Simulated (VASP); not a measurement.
# PbS (Galena) (Fm-3m) in VASP: further runs, part 2 of 2

VASP 6.6.1. Earlier steps stand in the parts before.

**3. Single point, revPBE**

This run uses another cell than the first one, of 27.84 Å³/atom, 1.067 times its volume.

File INCAR:

```
SYSTEM = PbS
PREC     = Accurate       ! precision mode
ENCUT    = 520            ! plane-wave cutoff, eV
EDIFF    = 1E-6           ! SCF threshold, eV
ISMEAR   = -1             ! smearing method
SIGMA    = 0.05           ! smearing width, eV
LREAL    = .False.        ! projectors in reciprocal space
LASPH    = .True.         ! aspherical terms in the spheres
NELM     = 100            ! most SCF steps
ALGO     = Normal         ! electronic algorithm
ISIF     = 2              ! what is computed and relaxed
LWAVE    = .False.        ! write WAVECAR
LCHARG   = .False.        ! write CHGCAR
GGA      = RE             ! functional
NBANDS   = 17             ! bands
```

File KPOINTS:

```
Automatic mesh
0
Gamma
  8 8 8
  0 0 0
```

File POSCAR:

```
PbS
1.0
    0.0000000000      3.0306312851      3.0306312851
    3.0306312851      0.0000000000      3.0306312851
    3.0306312851      3.0306312851      0.0000000000
Pb S
1 1
Direct
    0.0000000000      0.0000000000      0.0000000000
    0.5000000000      0.5000000000      0.5000000000
```

Potentials or basis: VASP PAW PBE potentials, release 64 (Pb_d, S).

On the command line:

```
cat potpaw_PBE.64/Pb_d/POTCAR potpaw_PBE.64/S/POTCAR > POTCAR
mpirun -np 1 vasp_std > vasp.out
```

OUTCAR:

```text
SYSTEM = PbS
   PREC = Accurate
   ENCUT = 520
   EDIFF = 1E-6
   ISMEAR = -1
   LREAL = .False.
   LASPH = .True.
   NELM = 100
   ISIF = 2
   GGA = RE

 ion  position               nearest neighbor table
   1  0.000  0.000  0.000-   2 3.03   2 3.03   2 3.03   2 3.03   2 3.03   2 3.03
   2  0.500  0.500  0.500-   1 3.03   1 3.03   1 3.03   1 3.03   1 3.03   1 3.03

  LATTYP: Found a face centered cubic cell.
 ALAT       =     6.0612625702

  Lattice vectors:

[... 664 lines left out ...]
 [... further k-points ...]

------------------------ aborting loop because EDIFF is reached ----------------------------------------

  FORCE on cell =-STRESS in cart. coord.  units (eV):
  Direction    XX          YY          ZZ          XY          YZ          ZX
  --------------------------------------------------------------------------------------
  -------------------------------------------------------------------------------------
  Total       -0.0260730     -0.0260730     -0.0260730      0.0000000      0.0000000      0.0000000
  in kB       -0.7503656     -0.7503656     -0.7503656      0.0000000      0.0000000      0.0000000
  external PRESSURE =      -0.7503656 kB  Pullay stress =       0.0000000 kB

 VOLUME and BASIS-vectors are now :
 -----------------------------------------------------------------------------
  energy-cutoff  :      520.00
  volume of cell :       55.67
      direct lattice vectors                 reciprocal lattice vectors
     0.000000000  3.030631285  3.030631285    -0.164982128  0.164982128  0.164982128
     3.030631285  0.000000000  3.030631285     0.164982128 -0.164982128  0.164982128
     3.030631285  3.030631285  0.000000000     0.164982128  0.164982128 -0.164982128

 POSITION                                       TOTAL-FORCE (eV/Angst)
 -----------------------------------------------------------------------------------
      0.00000      0.00000      0.00000         0.000000     -0.000000      0.000000
      3.03063      3.03063      3.03063         0.000000      0.000000     -0.000000
 -----------------------------------------------------------------------------------
    total drift:                                0.000000     -0.000000     -0.000000

  FREE ENERGIE OF THE ION-ELECTRON SYSTEM (eV)
  ---------------------------------------------------
  free  energy   TOTEN  =        -8.1848825123 eV

  energy  without entropy=       -8.1848655830  energy(sigma->0) =       -8.18487405
```

stdout:

```text
POSCAR found type information on POSCAR PbS
 POSCAR found :  2 types and       2 ions
 scaLAPACK will be used
 -----------------------------------------------------------------------------
|                                                                             |
|                                                                             |
|     You enforced a specific xc type in the INCAR file but a different       |
|     I HOPE YOU KNOW WHAT YOU ARE DOING!                                     |
|                                                                             |
 -----------------------------------------------------------------------------

 LDA part: xc-table for (Slater+PW92), standard interpolation
 POSCAR, INCAR and KPOINTS ok, starting setup
 FFT: planning ... GRIDC
 FFT: planning ... GRID_SOFT
 FFT: planning ... GRID
 WAVECAR not read
 entering main loop
```

Run time: 37 s. Hardware: 1 thread of Intel Xeon 8259CL, shared host; peak memory 0.18 GiB.

What came out:

| Quantity | Value |
| --- | --- |
| Free energy | -8.1849 eV |
| Pressure | -0.1 GPa |
| Band gap on the k mesh | 0.65 eV, direct |

Levels at points of the mesh, in eV from the valence-band top:
```
           k point  band 8  band 9  band 10  band 11  band 12  band 13
(0.00, 0.00, 0.00)   -1.81   -1.81    -1.81     5.12     5.12     5.12
(0.50, 0.00, 0.00)   -1.46   -1.46     0.00     0.65     2.19     2.19
(0.50, 0.50, 0.00)   -4.57   -2.96    -2.96     4.28     5.47     5.54
```

Caveat: the PAW data sets were made with another functional, which shifts forces and pressure a little; spin-orbit coupling is left out, which moves the levels of the heavy elements. A k mesh can miss the band edges.

**4. Single point, BLYP**

This run uses another cell than the first one, of 28.90 Å³/atom, 1.108 times its volume.

File INCAR:

```
PREC     = Accurate       # precision mode
ENCUT    = 520            # plane-wave cutoff, eV
EDIFF    = 1E-6           # SCF threshold, eV
ISMEAR   = -1             # smearing method
SIGMA    = 0.05           # smearing width, eV
LREAL    = False          # projectors in reciprocal space
LASPH    = True           # aspherical terms in the spheres
NELM     = 80             # most SCF steps
ALGO     = Normal         # electronic algorithm
ISIF     = 2              # what is computed and relaxed
LWAVE    = False          # write WAVECAR
LCHARG   = False          # write CHGCAR
GGA      = B5             # functional
ALDAX    = 1.0          
AGGAX    = 1.0          
AGGAC    = 1.0          
ALDAC    = 0.0          
NBANDS   = 17             # bands
```

File KPOINTS:

```
Automatic mesh
0
Gamma
  8 8 8
```

File POSCAR:

```
PbS
1.0
    0.0000000000      3.0687050980      3.0687050980
    3.0687050980      0.0000000000      3.0687050980
    3.0687050980      3.0687050980      0.0000000000
Pb S
1 1
Direct
    0.0000000000      0.0000000000      0.0000000000
    0.5000000000      0.5000000000      0.5000000000
```

On the command line:

```
cat potpaw_PBE.64/Pb_d/POTCAR potpaw_PBE.64/S/POTCAR > POTCAR
mpirun -np 1 vasp_std > vasp.out
```

Wall time 46 s (1 thread of Intel Xeon 8259CL, shared host); peak memory 0.18 GiB.

The run converged. Its results:

```
Free energy            : -7.7607 eV
Pressure               : 0.0 GPa
Band gap on the k mesh : 0.77 eV, direct
```

Levels at points of the mesh, in eV from the valence-band top:
| k point | band 8 | band 9 | band 10 | band 11 | band 12 | band 13 |
| --- | --- | --- | --- | --- | --- | --- |
| (0.00, 0.00, 0.00) | -1.59 | -1.59 | -1.59 | 4.88 | 4.88 | 4.88 |
| (0.50, 0.00, 0.00) | -1.25 | -1.25 | 0.00 | 0.77 | 2.21 | 2.21 |
| (0.50, 0.50, 0.00) | -4.19 | -2.68 | -2.68 | 4.66 | 5.30 | 5.30 |

Caveat: the PAW data sets were made with another functional, which shifts forces and pressure a little; spin-orbit coupling is left out, which moves the levels of the heavy elements. A k mesh can miss the band edges.

**5. Relaxation of cell and atoms, revPBE**

File INCAR:

```
SYSTEM = PbS
PREC = Accurate
ENCUT = 600
EDIFF = 1E-7
ISMEAR = -1
SIGMA = 0.05
LREAL = .FALSE.
LASPH = .TRUE.
NELM = 80
ALGO = Normal
ISIF = 3
LWAVE = .FALSE.
LCHARG = .FALSE.
GGA = RE
IBRION = 2
NSW = 60
EDIFFG = -0.01
```

File KPOINTS:

```
regular mesh
0
G
  8 8 8
  0 0 0
```

File POSCAR:

```
PbS
1.0
    0.0000000000      2.9657500000      2.9657500000
    2.9657500000      0.0000000000      2.9657500000
    2.9657500000      2.9657500000      0.0000000000
Pb S
1 1
Direct
    0.0000000000      0.0000000000      0.0000000000
    0.5000000000      0.5000000000      0.5000000000
```

On the command line:

```
cat potpaw_PBE.64/Pb_d/POTCAR potpaw_PBE.64/S/POTCAR > POTCAR
mpirun -np 1 vasp_std > vasp.out
```

It took 1.9 min on 1 thread of Intel Xeon 8259CL, shared host; peak memory 0.22 GiB.

Results (log left out):

```yaml
Free_energy: -8.1846 eV
Relaxed_volume: 27.81 Å³/atom
Relaxed_cell: a = 4.285 Å, b = 4.285 Å, c = 4.285 Å, α = 60.00°, β = 60.00°, γ = 60.00°
Space_group_after_relaxing_to_0.05_Å: Fm-3m (No. 225)
Energy_gained_by_relaxing: 18.4 meV/atom
Ionic_steps: 3
Pressure_after_relaxing: 0.0 GPa
Band_gap_on_the_k_mesh: 0.65 eV, direct
```

The path:
```
step  energy change (eV)  largest force (eV/Å)  pressure (GPa)  volume (Å³)
   1              0.0000                0.0000            3.61        52.17
   2             -0.0335                0.0000           -0.93        56.74
   3             -0.0368                0.0000            0.01        55.62
```

Final structure:
```yaml
crystal:
  lattice:
    - [0.00000, 3.02968, 3.02968]
    - [3.02968, 0.00000, 3.02968]
    - [3.02968, 3.02968, 0.00000]
  atoms:
    - { symbol: Pb, position: [0.00000, 0.00000, 0.00000] }
    - { symbol: S, position: [0.50000, 0.50000, 0.50000] }
```

Levels at points of the mesh, in eV from the valence-band top:
| k point | band 7 | band 8 | band 9 | band 10 | band 11 | band 12 | band 13 | band 14 |
| --- | --- | --- | --- | --- | --- | --- | --- | --- |
| (0.00, 0.00, 0.00) | -6.06 | -1.81 | -1.81 | -1.81 | 5.12 | 5.12 | 5.12 | 6.98 |
| (0.50, 0.00, 0.00) | -8.41 | -1.47 | -1.47 | 0.00 | 0.65 | 2.19 | 2.19 | 8.76 |
| (0.50, 0.50, 0.00) | -7.04 | -4.58 | -2.97 | -2.97 | 4.27 | 5.47 | 5.54 | 5.54 |

Caveat: the PAW data sets were made with another functional, which shifts forces and pressure a little; spin-orbit coupling is left out, which moves the levels of the heavy elements. A k mesh can miss the band edges.

**6. Summary**

| task | level | cell | cutoff (eV) | smearing | gap on the mesh (eV) | pressure (GPa) |
| --- | --- | --- | --- | --- | --- | --- |
| single point | PBE | a = 4.194 Å, angles 60.0°, 2 atoms | 520 | gaussian 0.024 eV | 0.36 | 2.2 |
| single point | revPBE | a = 4.286 Å, angles 60.0°, 2 atoms | 520 | fermi-dirac 0.05 eV | 0.65 | -0.1 |
| single point | BLYP | a = 4.340 Å, angles 60.0°, 2 atoms | 520 | fermi-dirac 0.05 eV | 0.77 | 0.0 |
| relaxation of cell and atoms | revPBE | relaxed from a = 4.194 Å, angles 60.0°, 2 atoms | 600 | fermi-dirac 0.05 eV | 0.65 | 0.0 |

Alike in all rows: potentials or basis VASP PAW PBE potentials, release 64 (Pb_d, S); no spin polarisation; k mesh 8 × 8 × 8.

Caveats: spin-orbit coupling is left out, which moves the levels of the heavy elements; the PAW data sets were made with another functional, which shifts forces and pressure a little (some runs).

Total energies depend on the potentials used, so only differences within one code and one set of settings carry meaning.
